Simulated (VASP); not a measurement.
A run of VASP 6.6.1:

Contents of INCAR:

```
SYSTEM = Ni
PREC     = Accurate       ! precision mode
ENCUT    = 520            ! plane-wave cutoff, eV
EDIFF    = 1E-6           ! SCF threshold, eV
ISMEAR   = -1             ! smearing method
SIGMA    = 0.05           ! smearing width, eV
LREAL    = .False.        ! projectors in reciprocal space
LASPH    = .True.         ! aspherical terms in the spheres
NELM     = 150            ! most SCF steps
ALGO     = Normal         ! electronic algorithm
ISIF     = 2              ! what is computed and relaxed
LWAVE    = .False.        ! write WAVECAR
LCHARG   = .True.         ! write CHGCAR
ISPIN    = 2              ! spin polarisation
MAGMOM   = 0.8            ! initial moments
LORBIT   = 11             ! projections on sites
LMAXMIX  = 4              ! l up to which the mixer works
GGA      = CA             ! functional
LELF     = .True.         ! ELF
LVHAR    = .True.       
NBANDS   = 15             ! bands
```

KPOINTS

```
Automatic mesh
0
Gamma
  14 14 14
  0 0 0
```

Contents of POSCAR:

```
Ni
1.0
    2.2600048197      0.0000000000      0.0000000000
    0.0000000000      2.2600048197      0.0000000000
    0.0000000000      0.0000000000      2.2600048197
Ni
1
Direct
    0.0000000000      0.0000000000      0.0000000000
```

Potentials or basis: VASP PAW LDA potentials, release 64 (Ni).

The run is started by

```console
$ cat potpaw_LDA.64/Ni/POTCAR > POTCAR
$ mpirun -np 1 vasp_std > vasp.out
```

Hardware: 1 thread of Intel(R) Xeon(R) 6975P-C (Granite Rapids), with other jobs on the host.

Problem. How long does it take, and how much memory?

Solution. Run time: 14 s on 1 thread of Intel(R) Xeon(R) 6975P-C (Granite Rapids), with other jobs on the host, peak memory 0.14 GiB. Counts: scf iterations 12, k points 120.
